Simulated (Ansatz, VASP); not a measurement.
# Two plane-wave programs on BPd4

```
CELL_PARAMETERS angstrom
2.89203 0.00000 0.00000
0.00000 4.36501 0.00000
0.00000 0.00000 5.85632
ATOMIC_POSITIONS crystal
Pd 0.50000 0.00000 0.19758
Pd 0.00000 0.00000 0.61947
Pd 0.00000 0.50000 0.32916
Pd 0.50000 0.50000 0.86756
B 0.50000 0.00000 0.86323
```

Alike in both runs: task band structure; functional PBE; k mesh 7 × 5 × 4; occupations fermi-dirac, width 0.05 eV; no spin polarisation.

|  | VASP | Ansatz |
| --- | --- | --- |
| version | VASP 6.6.1 | Ansatz 0.2.0 |
| potentials or method | VASP PAW PBE potentials, release 64 (Pd, B) | Ansatz PAW |
| plane-wave cutoff (eV) | 520 | 420 |
| valence electrons in the cell | 43 | 75 |

```tsv
	VASP	Ansatz	Ansatz less VASP
gap on the k mesh at the Fermi level (eV)	none	none	-
pressure (GPa)	-1.2	-1.2	-0.04
traceless stress, the component that is largest in VASP (GPa)	0.21	0.35	+0.142
rms of the force components (eV/Å)	0.058	0.076	+0.0186
```

Atom by atom the forces differ by 0.022 eV/Å (rms over components). A gap of «none» marks a metal or a gap that the smearing closes. With one functional, cell and mesh, what is left measures potentials, basis and numerics. VASP's potentials hold 43 valence electrons a cell and Ansatz's 75, so a difference there can come from the potentials and not from the codes.
